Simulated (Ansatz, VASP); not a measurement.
Two plane-wave programs on Zn

Contents of INCAR:

```
SYSTEM = Zn
PREC = Accurate ; ENCUT = 520
EDIFF = 1E-6 ; ISMEAR = 0
SIGMA = 0.15 ; LREAL = .FALSE.
LASPH = .TRUE. ; NELM = 100
ALGO = Fast ; ISIF = 2
LWAVE = .FALSE. ; LCHARG = .FALSE.
GGA = PS ; NBANDS = 12
```

File KPOINTS:

```
Automatic mesh
0
G
  24 24 24
  0 0 0
```

The input POSCAR:

```
Zn
1.0
   -1.9288052462      1.5887727104      1.5887727104
    1.5887727104     -1.9288052462      1.5887727104
    1.5887727104      1.5887727104     -1.9288052462
Zn
1
Direct
    0.0000000000      0.0000000000      0.0000000000
```

Input for Ansatz:

```yaml
crystal:
  lattice:
    - [-1.9288052462, 1.5887727104, 1.5887727104]
    - [1.5887727104, -1.9288052462, 1.5887727104]
    - [1.5887727104, 1.5887727104, -1.9288052462]
  atoms:
    - { symbol: Zn, position: [0.0, 0.0, 0.0] }
basis:
  ecutwfc: 420
kpoints:
  mp_grid: { grid: [24, 24, 24] }
hamiltonian:
  xc: pbesol
scf:
  occupations: { method: gaussian, width: 0.15 }
output:
  forces: true
  stress: true
  eigenvalues: true
```

Alike in both runs: task single point; functional PBEsol; k mesh 24 × 24 × 24; occupations gaussian, width 0.15 eV; no spin polarisation.

```csv
,VASP,Ansatz
version,VASP 6.6.1,Ansatz 0.2.0
potentials or method,"VASP PAW PBE potentials, release 64 (Zn), cutoff 520 eV","scalar-relativistic, plane waves, PAW"
valence electrons in the cell,12,12
```

Ansatz gave:

```
gap on the k mesh at the Fermi level (eV)                     : none
pressure (GPa)                                                : 13.3
traceless stress, the component that is largest in VASP (GPa) : 19.95
```

Q: Estimate VASP's values.

A: gap on the k mesh at the Fermi level (eV): none; pressure (GPa): 13.6; traceless stress, the component that is largest in VASP (GPa): 20.37.

VASP's potentials were made for PBE, not for PBEsol. A gap of «none» marks a metal or a gap that the smearing closes.
